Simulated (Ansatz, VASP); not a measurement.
**ZrF in VASP and in Ansatz**

```
Zr F
1.0
     3.39330    0.00000    0.00000
     0.00000    3.39330    0.00000
     0.00000    0.00000    5.41039
Zr F
2 2
Direct
  0.00000 0.50000 0.19979
  0.50000 0.00000 0.80021
  0.00000 0.00000 0.50000
  0.50000 0.50000 0.50000
```

Alike in both runs: functional PBE; k mesh 6 × 6 × 4; occupations gaussian, width 0.1 eV; no spin polarisation.

Ansatz relaxed the structure, and its values are those at the end. VASP's run is a single point on that final structure, the one shown.

|  | VASP | Ansatz |
| --- | --- | --- |
| version | VASP 6.6.1 | Ansatz 0.2.0 |
| potentials or method | VASP PAW PBE potentials, release 64 (Zr_sv, F), cutoff 520 eV | scalar-relativistic, plane waves, PAW |
| valence electrons in the cell | 38 | 38 |

```tsv
	VASP	Ansatz	Ansatz less VASP
gap on the k mesh at the Fermi level (eV)	none	none	-
pressure (GPa)	-0.1	-0.2	-0.01
rms of the force components (eV/Å)	0.021	0.007	-0.0133
```

A gap of «none» marks a metal or a gap that the smearing closes.
